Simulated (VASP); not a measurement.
Write the native input for VASP 6.6.1 that does the following.

```yaml
Task: single point
Functional: PBE
Potentials_or_basis: VASP PAW PBE potentials, release 64 (Ba_sv, Ti_sv, O)
Cutoff: 520 eV
k_mesh: 2 × 2 × 1
Occupations: fermi-dirac, width 0.05 eV
Spin: no spin polarisation
Dipole_correction: no
Further_INCAR_settings: LREAL = Auto; ALGO = Normal; EDIFF = 1e-06; NBANDS = 141
```

The structure of BaTiO3 lies in POSCAR:

```
BaTiO3
1.0
    5.6677180000      0.0000000000      0.0000000000
    0.0000000000      8.0153630000      0.0000000000
    0.0000000000      0.0000000000     19.0846470000
Ba Ti O
6 6 18
Direct
    0.5000072340      0.2499949160      0.0523981397
   -0.0144679040      0.2781533413      0.2185264417
    0.4519455626      0.2822829110      0.3894858522
    0.5000072340      0.7499972241      0.0523981397
    0.0061223935      0.7878620095      0.2170278549
    0.4356779924      0.7521555792      0.4214277581
    0.0000000000      0.0000000000      0.0523981397
    0.5193624665      0.0458120237      0.2185369213
   -0.0677168483      0.0175163620      0.3830251615
    0.0000000000      0.5000023081      0.0523981397
    0.4978017608      0.5248670584      0.2181701343
   -0.0423803725      0.4989917487      0.3744056676
    0.2499947951      0.0000000000      0.1266410639
    0.7500020290      0.0000000000      0.1266410639
    0.0000000000      0.2499949160      0.0523981397
    0.7510959437      0.0349703438      0.2804715225
    0.2694029590      0.0544953485      0.2771128017
    0.5274609640      0.2433202339      0.1847820397
    0.1957401550      0.0150710579      0.4334531312
    0.6589424527      0.0156449558      0.4370843223
   -0.0600594454      0.2670496645      0.3587386238
    0.2499947951      0.5000023081      0.1266410639
    0.7500020290      0.5000023081      0.1266410639
    0.0000000000      0.7499972241      0.0523981397
    0.7094389664      0.5156722160      0.2825936471
    0.2500830140      0.4859043814      0.2738379180
    0.4923851187      0.7477016325      0.1958747259
    0.1670160724      0.4921049739      0.4410770605
    0.6825321937      0.4953487447      0.4267461693
    0.0059283119      0.7897458917      0.3453508991
```

These files were run (other wordings do the same):

INCAR

```
SYSTEM = BaTiO3
PREC = Accurate
ENCUT = 520
EDIFF = 1E-6
ISMEAR = -1
SIGMA = 0.05
LREAL = Auto
LASPH = .True.
NELM = 60
ALGO = Normal
ISIF = 2
LWAVE = .False.
LCHARG = .True.
GGA = PE
LELF = .True.
LVHAR = .True.
NBANDS = 141
```

KPOINTS

```
regular mesh
0
Gamma
  2 2 1
  0 0 0
```

Potentials or basis: VASP PAW PBE potentials, release 64 (Ba_sv, Ti_sv, O).

Launch:

```console
$ cat potpaw_PBE.64/Ba_sv/POTCAR potpaw_PBE.64/Ti_sv/POTCAR potpaw_PBE.64/O/POTCAR > POTCAR
$ mpirun -np 1 vasp_std > vasp.out
```

Results of the run:

```yaml
Largest_force: 7.497 eV/Å
Band_gap_on_the_k_mesh: zero (bands 120 and 121 overlap by 0.04 eV)
```

Caveat: the k points lie up to 0.55 Å⁻¹ apart; the atoms stand as in a frame of molecular dynamics; there is no dipole correction, which matters where the two faces differ; spin-orbit coupling is left out, which moves the levels of the heavy elements.

Wall time 60 min on 1 thread of Intel Xeon 8259CL, on a shared host, peak memory 0.92 GiB.
